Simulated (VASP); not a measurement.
# RbCl (Fm-3m) in VASP: notebook

RbCl is run at these levels: PBEsol; tasks: relaxation of cell and atoms.

Everything below comes from runs of VASP 6.6.1. Logs are shortened: lines on timing, memory, paths and dates and some standing lists are left out, and cuts for length are marked.

## Step 1: The cell of the first run

It takes space group Fm-3m (No. 225, cubic). Conventional cell: a = 6.548 Å, b = 6.548 Å, c = 6.548 Å, α = 90.00°, β = 90.00°, γ = 90.00°. Rb (site symmetry m-3m) has 6 Cl at 3.27 Å within 4.3 Å. Cl (site symmetry m-3m) has 6 Rb at 3.27 Å within 4.3 Å.

## Step 2: Relaxation of cell and atoms, PBEsol, target pressure 2 GPa, at which the enthalpy is minimised

Contents of INCAR:

```
SYSTEM = RbCl
PREC = Accurate
ENCUT = 500
EDIFF = 1E-7
ISMEAR = 0
SIGMA = 0.01
LREAL = .FALSE.
LASPH = .TRUE.
NELM = 120
ALGO = Normal
ISIF = 3
LWAVE = .FALSE.
LCHARG = .FALSE.
GGA = PS
IBRION = 2
NSW = 100
EDIFFG = -0.002
PSTRESS = 20.0
GGA_COMPAT = .FALSE.
NELMIN = 4
```

Contents of KPOINTS:

```
regular mesh
0
G
  6 6 6
  0 0 0
```

Contents of POSCAR:

```
RbCl
1.0
    0.0000000000      3.2740000000      3.2740000000
    3.2740000000      0.0000000000      3.2740000000
    3.2740000000      3.2740000000      0.0000000000
Rb Cl
1 1
Direct
    0.0000000000      0.0000000000      0.0000000000
    0.5000000000      0.5000000000      0.5000000000
```

Potentials or basis: VASP PAW PBE potentials, release 64 (Rb_sv, Cl).

Run with:

```sh
cat potpaw_PBE.64/Rb_sv/POTCAR potpaw_PBE.64/Cl/POTCAR > POTCAR
mpirun -np 1 vasp_std > vasp.out
```

OUTCAR:

```text
SYSTEM = RbCl
   PREC = Accurate
   ENCUT = 500
   EDIFF = 1E-7
   ISMEAR = 0
   LREAL = .FALSE.
   LASPH = .TRUE.
   NELM = 120
   ISIF = 3
   GGA = PS
   IBRION = 2
   NSW = 100
   EDIFFG = -0.002
   PSTRESS = 20.0
   NELMIN = 4

 ion  position               nearest neighbor table
   1  0.000  0.000  0.000-   2 3.27   2 3.27   2 3.27   2 3.27   2 3.27   2 3.27
   2  0.500  0.500  0.500-   1 3.27   1 3.27   1 3.27   1 3.27   1 3.27   1 3.27

  LATTYP: Found a face centered cubic cell.
 ALAT       =     6.5480000000

  Lattice vectors:

 A1 = (   0.0000000000,   3.2740000000,   3.2740000000)
 A2 = (   3.2740000000,   0.0000000000,   3.2740000000)
 A3 = (   3.2740000000,   3.2740000000,   0.0000000000)

Analysis of symmetry for initial positions (statically):
=====================================================================
 Subroutine PRICEL returns:
 Original cell was already a primitive cell.

 Routine SETGRP: Setting up the symmetry group for a
 face centered cubic supercell.

 Subroutine GETGRP returns: Found 48 space group operations
 (whereof 48 operations were pure point group operations)
 out of a pool of 48 trial point group operations.

The static configuration has the point symmetry O_h .

Analysis of symmetry for dynamics (positions and initial velocities):
=====================================================================
 Subroutine PRICEL returns:
 Original cell was already a primitive cell.

 Routine SETGRP: Setting up the symmetry group for a
 face centered cubic supercell.

 Subroutine GETGRP returns: Found 48 space group operations
 (whereof 48 operations were pure point group operations)
 out of a pool of 48 trial point group operations.

The dynamic configuration has the point symmetry O_h .

 Subroutine INISYM returns: Found 48 space group operations
 (whereof 48 operations are pure point group operations),
 and found     1 'primitive' translations

----------------------------------------------------------------------------------------

                                     Primitive cell

  volume of cell :      70.1885

  direct lattice vectors                    reciprocal lattice vectors
     0.000000000  3.274000000  3.274000000    -0.152718387  0.152718387  0.152718387
     3.274000000  0.000000000  3.274000000     0.152718387 -0.152718387  0.152718387
[... 66 lines left out ...]
 SYSTEM =  RbCl
   PREC   = accura    normal or accurate (medium, high low for compatibility)
   ISTART =      0    job   : 0-new  1-cont  2-samecut
   ICHARG =      2    charge: 1-file 2-atom 10-const
   ISPIN  =      1    spin polarized calculation?
   LNONCOLLINEAR =      F non collinear calculations
   LSORBIT =      F    spin-orbit coupling
   LASPH  =      T    aspherical Exc in radial PAW
   ENCUT  =  500.0 eV  36.75 Ry    6.06 a.u.   8.44  8.44  8.44*2*pi/ulx,y,z
   NELM   =    120;   NELMIN=  4; NELMDL= -5     # of ELM steps
   EDIFF  = 0.1E-06   stopping-criterion for ELM
   LREAL  =      F    real-space projection
   EDIFFG = -.2E-02   stopping-criterion for IOM
   NSW    =    100    number of steps for IOM
   IBRION =      2    ionic relax: 0-MD 1-quasi-New 2-CG
   NFREE  =      1    steps in history (QN), initial steepest desc. (CG)
   ISIF   =      3    stress and relaxation
   ISYM   =      2    0-nonsym 1-usesym 2-fastsym
   POTIM  = 0.5000    time-step for ionic-motion
   TEBEG  =    0.0;   TEEND  =   0.0 temperature during run
   PSTRESS=   20.0 pullay stress
   NELECT =      16.0000    total number of electrons
   NUPDOWN=      -1.0000    fix difference up-down
   EMIN   =  10.00;   EMAX   =-10.00  energy-range for DOS
   EFERMI =   0.00;   METHOD = LEGACY
   ISMEAR =     0;   SIGMA  =   0.01  broadening in eV -4-tet -1-fermi 0-gaus
   EFERMI_NEDOS =   21; number of points for ismear=-14 and -15
   IALGO  =     38    algorithm
   IMIX   =      4    mixing-type and parameters
     AMIX     =   0.40;   BMIX     =  1.00
     AMIX_MAG =   1.60;   BMIX_MAG =  1.00
  volume/ion in A,a.u.               =      35.09       236.83
  Fermi-wavevector in a.u.,A,eV,Ry     =   1.000060  1.889840 13.607465  1.000120
  Thomas-Fermi vector in A             =   2.132392
   LORBIT       =      0    0 simple, 1 ext, 2 COOP (PROOUT), +10 PAW based schemes
   GGA     = PS    functional components
   LHFCALC =     F    Hartree Fock is set to
   AEXX    =    0.0000 exact exchange contribution
   IVDW    =     0    specifies the selected vdW correction
   LEPSILON=     F    determine dielectric tensor
   LRPA    =     F    only Hartree local field effects (RPA)
 conjugate gradient relaxation of ions
 non-spin polarized calculation
 Gauss-broadening in eV      SIGMA  =   0.01
  energy-cutoff  :      500.00
  volume of cell :       70.19
 maximum number of plane-waves:      1807
 NGX is ok and might be reduce to    36
   NGX = 17   NGY = 17   NGZ = 17

--------------------------------------- Ionic step        1  -------------------------------------------

 number of electron      16.0000001 magnetization

 Free energy of the ion-electron system (eV)
  ---------------------------------------------------
  ext. energy  EPLUGINS =         0.00000000
  ---------------------------------------------------
  free energy    TOTEN  =        -6.89453403 eV

  energy without entropy =       -6.89453403  energy(sigma->0) =       -6.89453403

------------------------ aborting loop because EDIFF is reached ----------------------------------------

  FORCE on cell =-STRESS in cart. coord.  units (eV):
  Direction    XX          YY          ZZ          XY          YZ          ZX
  --------------------------------------------------------------------------------------
  -------------------------------------------------------------------------------------
  Total       -0.0090683     -0.0090683     -0.0090683      0.0000000      0.0000000      0.0000000
  in kB       -0.2070006     -0.2070006     -0.2070006      0.0000000      0.0000000      0.0000000
  external PRESSURE =     -20.2070006 kB  Pullay stress =      20.0000000 kB
[... 101 lines left out ...]
--------------------------------------- Ionic step        4  -------------------------------------------

 number of electron      15.9999999 magnetization

 Free energy of the ion-electron system (eV)
  ---------------------------------------------------
  ext. energy  EPLUGINS =         0.00000000
  ---------------------------------------------------
  free energy    TOTEN  =        -6.85878900 eV

  energy without entropy =       -6.85878900  energy(sigma->0) =       -6.85878900

 E-fermi :  -1.4133     XC(G=0):  -8.0067

 val. band max:       -1.5041328095   @ k =   0.0000   0.0000   0.0000
 cond. band min:       3.6788941672   @ k =   0.0000   0.0000   0.0000
 fundamental gap:      5.1830269766
 Fermi energy:        -1.4132769762

 k-point     1 :       0.0000    0.0000    0.0000
  band No.  band energies     occupation
      1     -25.1390      2.00000
      2     -13.5854      2.00000
      3      -9.1980      2.00000
      4      -9.1980      2.00000
      5      -9.1980      2.00000
      6      -1.5041      2.00000
      7      -1.5041      2.00000
      8      -1.5041      2.00000
      9       3.6789      0.00000
     10       6.4290      0.00000
     11       6.4290      0.00000
     12       6.4290      0.00000
[... 256 lines left out ...]
  energy  without entropy=       -6.8587889970  energy(sigma->0) =       -6.85878900

  enthalpy is  TOTEN    =        -6.0621969006 eV   P V=        0.7965920964

 reached required accuracy - stopping structural energy minimisation
```

Wall time 26 s (1 thread of Intel Xeon Platinum 8559C (Emerald Rapids), shared host); peak memory 0.22 GiB.

What came out:

```yaml
Free_energy: -6.8588 eV
Relaxed_volume: 31.91 Å³/atom
Relaxed_cell: a = 4.485 Å, b = 4.485 Å, c = 4.485 Å, α = 60.00°, β = 60.00°, γ = 60.00°
Space_group_after_relaxing_to_0.05_Å: Fm-3m (No. 225)
Energy_change_on_relaxing_the_enthalpy_is_what_falls: +17.9 meV/atom
Ionic_steps: 4
Pressure_after_relaxing: 2.0 GPa
Band_gap_on_the_k_mesh: 5.18 eV, direct
```

Step by step:
```tsv
step	energy change (eV)	largest force (eV/Å)	pressure (GPa)	volume (Å³)
1	0.0000	0.0000	-0.02	70.19
2	0.0158	0.0000	1.25	65.79
3	0.0342	0.0000	1.95	63.94
4	0.0357	0.0000	2.00	63.81
```

Final structure:
```
Rb Cl
1.0
     0.00000    3.17173    3.17173
     3.17173    0.00000    3.17173
     3.17173    3.17173    0.00000
Rb Cl
1 1
Direct
  0.00000 0.00000 0.00000
  0.50000 0.50000 0.50000
```

Caveat: the cell is relaxed towards a set pressure, so the enthalpy falls and the energy may rise; the PAW data sets were made with another functional, which shifts forces and pressure a little.

## Step 3: Relaxation of cell and atoms, PBEsol, target pressure 4 GPa, at which the enthalpy is minimised

Contents of INCAR:

```
ALGO     = Normal         # electronic algorithm
EDIFF    = 1E-7           # SCF threshold, eV
EDIFFG   = -0.002         # ionic threshold
ENCUT    = 500            # plane-wave cutoff, eV
GGA      = PS             # functional
GGA_COMPAT= False        
IBRION   = 2              # ionic algorithm
ISIF     = 3              # what is computed and relaxed
ISMEAR   = 0              # smearing method
LASPH    = True           # aspherical terms in the spheres
LCHARG   = False          # write CHGCAR
LREAL    = False          # projectors in reciprocal space
LWAVE    = False          # write WAVECAR
NELM     = 120            # most SCF steps
NELMIN   = 4            
NSW      = 100            # ionic steps
PREC     = Accurate       # precision mode
PSTRESS  = 40.0         
SIGMA    = 0.01           # smearing width, eV
```

Contents of KPOINTS:

```
k-points
0
Gamma
  6 6 6
```

POSCAR is that of step 2.

Potentials or basis: VASP PAW PBE potentials, release 64 (Rb_sv, Cl).

Run with:

```sh
cat potpaw_PBE.64/Rb_sv/POTCAR potpaw_PBE.64/Cl/POTCAR > POTCAR
mpirun -np 1 vasp_std > vasp.out
```

It took 33 s on 1 thread of Intel Xeon Platinum 8559C (Emerald Rapids), shared host; peak memory 0.22 GiB.

It converged, with:

* Free energy: -6.7852 eV
* Relaxed volume: 29.90 Å³/atom
* Relaxed cell: a = 4.390 Å, b = 4.390 Å, c = 4.390 Å, α = 60.00°, β = 60.00°, γ = 60.00°
* Space group after relaxing (to 0.05 Å): Fm-3m (No. 225)
* Energy change on relaxing (the enthalpy is what falls): +54.7 meV/atom
* Ionic steps: 5
* Pressure after relaxing: 4.0 GPa
* Band gap on the k mesh: 5.40 eV, direct

Step by step:
```csv
step,energy change (eV),largest force (eV/Å),pressure (GPa),volume (Å³)
1,0.0000,0.0000,-0.02,70.19
2,0.0699,0.0000,3.01,61.62
3,0.1067,0.0000,3.94,59.91
4,0.1116,0.0000,4.05,59.72
5,0.1093,0.0000,4.00,59.81
```

Final structure:
```
Rb Cl
1.0
     0.00000    3.10394    3.10394
     3.10394    0.00000    3.10394
     3.10394    3.10394    0.00000
Rb Cl
1 1
Direct
  0.00000 0.00000 0.00000
  0.50000 0.50000 0.50000
```

Levels at points of the mesh, in eV from the valence-band top:
| k point | band 4 | band 5 | band 6 | band 7 | band 8 | band 9 | band 10 | band 11 | band 12 |
| --- | --- | --- | --- | --- | --- | --- | --- | --- | --- |
| (0.00, 0.00, 0.00) | -7.57 | -7.57 | 0.00 | 0.00 | 0.00 | 5.40 | 7.92 | 7.92 | 7.92 |
| (0.50, 0.00, 0.00) | -7.59 | -7.47 | -1.20 | -0.54 | -0.54 | 8.14 | 8.46 | 10.69 | 10.69 |
| (0.50, 0.50, 0.00) | -7.77 | -7.77 | -0.26 | -0.07 | -0.07 | 5.84 | 8.76 | 10.35 | 10.53 |

Caveat: the cell is relaxed towards a set pressure, so the enthalpy falls and the energy may rise; the PAW data sets were made with another functional, which shifts forces and pressure a little. Expect the measured gap to be larger: semilocal functionals such as PBEsol lack the derivative discontinuity.

## Step 4: Relaxation of cell and atoms, PBEsol, target pressure 7 GPa, at which the enthalpy is minimised

Contents of INCAR:

```
PREC     = Accurate       # precision mode
ENCUT    = 500            # plane-wave cutoff, eV
EDIFF    = 1E-7           # SCF threshold, eV
ISMEAR   = 0              # smearing method
SIGMA    = 0.01           # smearing width, eV
LREAL    = False          # projectors in reciprocal space
LASPH    = True           # aspherical terms in the spheres
NELM     = 120            # most SCF steps
ALGO     = Normal         # electronic algorithm
ISIF     = 3              # what is computed and relaxed
LWAVE    = False          # write WAVECAR
LCHARG   = False          # write CHGCAR
GGA      = PS             # functional
IBRION   = 2              # ionic algorithm
NSW      = 100            # ionic steps
EDIFFG   = -0.002         # ionic threshold
PSTRESS  = 70.0         
GGA_COMPAT= False        
NELMIN   = 4
```

Contents of KPOINTS:

```
regular mesh
0
Gamma
  6 6 6
```

POSCAR is that of step 3.

Run with:

```sh
cat potpaw_PBE.64/Rb_sv/POTCAR potpaw_PBE.64/Cl/POTCAR > POTCAR
mpirun -np 1 vasp_std > vasp.out
```

It took 19 s on 1 thread of Intel Xeon Platinum 8559C (Emerald Rapids), shared host; peak memory 0.21 GiB.

Results (log left out):

| Item | Value |
| --- | --- |
| Free energy | -6.6449 eV |
| Relaxed volume | 27.82 Å³/atom |
| Relaxed cell | a = 4.285 Å, b = 4.285 Å, c = 4.285 Å, α = 60.00°, β = 60.00°, γ = 60.00° |
| Space group after relaxing (to 0.05 Å) | Fm-3m (No. 225) |
| Energy change on relaxing (the enthalpy is what falls) | +124.8 meV/atom |
| Ionic steps | 3 |
| Pressure after relaxing | 7.0 GPa |
| Band gap on the k mesh | 5.67 eV, direct |

The path:
```tsv
step	energy change (eV)	largest force (eV/Å)	pressure (GPa)	volume (Å³)
1	0.0000	0.0000	-0.02	70.19
2	0.2476	0.0000	6.96	55.70
3	0.2497	0.0000	7.00	55.65
```

Final structure:
```
Rb Cl
1.0
     0.00000    3.03023    3.03023
     3.03023    0.00000    3.03023
     3.03023    3.03023    0.00000
Rb Cl
1 1
Cartesian
  0.0000 0.0000 0.0000
  3.0302 3.0302 3.0302
```

Levels at points of the mesh, in eV from the valence-band top:
```
           k point  band 5  band 6  band 7  band 8  band 9  band 10  band 11  band 12
(0.00, 0.00, 0.00)   -7.46    0.00    0.00    0.00    5.67     7.89     7.89     7.89
(0.50, 0.00, 0.00)   -7.31   -1.35   -0.65   -0.65    8.36     8.69    10.92    10.92
(0.50, 0.50, 0.00)   -7.71   -0.20   -0.04   -0.04    5.69     9.12    10.46    10.95
```

Caveat: the cell is relaxed towards a set pressure, so the enthalpy falls and the energy may rise; the volume moved by over 15 % at a fixed basis, so the end points are rough; the PAW data sets were made with another functional, which shifts forces and pressure a little. A k mesh can miss the band edges.

## Step 5: Overview

| cell | gap on the mesh (eV) | pressure (GPa) |
| --- | --- | --- |
| relaxed to 2 GPa | 5.18 | 2.0 |
| relaxed to 4 GPa | 5.40 | 4.0 |
| relaxed to 7 GPa | 5.67 | 7.0 |

Alike in all rows: task relaxation of cell and atoms; level PBEsol; potentials or basis VASP PAW PBE potentials, release 64 (Rb_sv, Cl); no spin polarisation; k mesh 6 × 6 × 6; cutoff (eV) 500; smearing gaussian 0.01 eV.

Caveats: the cell is relaxed towards a set pressure, so the enthalpy falls and the energy may rise; the PAW data sets were made with another functional, which shifts forces and pressure a little; the volume moved by over 15 % at a fixed basis, so the end points are rough (some runs).

Total energies depend on the potentials used, so only differences within one code and one set of settings carry meaning.
